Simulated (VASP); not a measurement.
A run of VASP 6.6.1 is set up as follows.

INCAR

```
PREC = Accurate
ENCUT = 520
EDIFF = 1E-7
ISMEAR = -1
SIGMA = 0.08
LREAL = F
LASPH = T
NELM = 80
ALGO = Normal
ISIF = 2
LWAVE = F
LCHARG = F
GGA = CA
NBANDS = 26
```

KPOINTS

```
regular mesh
0
Gamma
  15 15 15
```

File POSCAR:

```
NbAs
1.0
   -1.7258500000      1.7258500000      5.8400000000
    1.7258500000     -1.7258500000      5.8400000000
    1.7258500000      1.7258500000     -5.8400000000
Nb As
2 2
Direct
    0.7500000000      0.7500000000      0.0000000000
    0.5000000000      0.0000000000      0.5000000000
    0.1660000000      0.1660000000      0.0000000000
    0.9160000000      0.4160000000      0.5000000000
```

Potentials or basis: VASP PAW LDA potentials, release 64 (Nb_sv, As).

Run with:

```sh
$ cat potpaw_LDA.64/Nb_sv/POTCAR potpaw_LDA.64/As/POTCAR > POTCAR
$ mpirun -np 1 vasp_std > vasp.out
```

Question: Predict the band gap on the k mesh.

Answer: Zero (bands 18 and 19 overlap by 0.03 eV).

Question: Estimate the largest force.

Answer: 0.276 eV/Å.

Forces in eV/Å, atoms in the order of the input:
```
Nb   0.000  0.000 -0.276
Nb   0.000  0.000 -0.276
As   0.000  0.000  0.276
As   0.000  0.000  0.276
```

Caveat: the cell stands under tension.
